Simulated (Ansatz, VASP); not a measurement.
**One calculation of H, two programs**

```
H
1.0
     3.86816    0.00000    0.00000
    -1.93408    3.34992    0.00000
     0.00000    0.00000    5.08296
H
4
Direct
  0.33333 0.66667 0.17615
  0.66667 0.33333 0.67615
  0.66667 0.33333 0.82385
  0.33333 0.66667 0.32385
```

Alike in both runs: functional PBE; k mesh 9 × 9 × 6; occupations gaussian, width 0.02 eV; no spin polarisation.

Ansatz relaxed the structure, and its values are those at the end. VASP's run is a single point on that final structure, the one shown.

|  | VASP | Ansatz |
| --- | --- | --- |
| version | VASP 6.6.1 | Ansatz 0.2.0 |
| potentials or method | VASP PAW PBE potentials, release 64 (H), cutoff 520 eV | scalar-relativistic, plane waves, PAW |
| valence electrons in the cell | 4 | 4 |

|  | VASP | Ansatz | Ansatz less VASP |
| --- | --- | --- | --- |
| gap on the k mesh at the Fermi level (eV) | 9.31 | 9.31 | -0.002 |
| least direct gap on the mesh (eV) | 9.31 | 9.31 | -0.002 |
| pressure (GPa) | -0.1 | 0.0 | +0.16 |
| rms of the force components (eV/Å) | 0.006 | 0.000 | -0.0062 |

With one functional, cell and mesh, what is left measures potentials, basis and numerics.
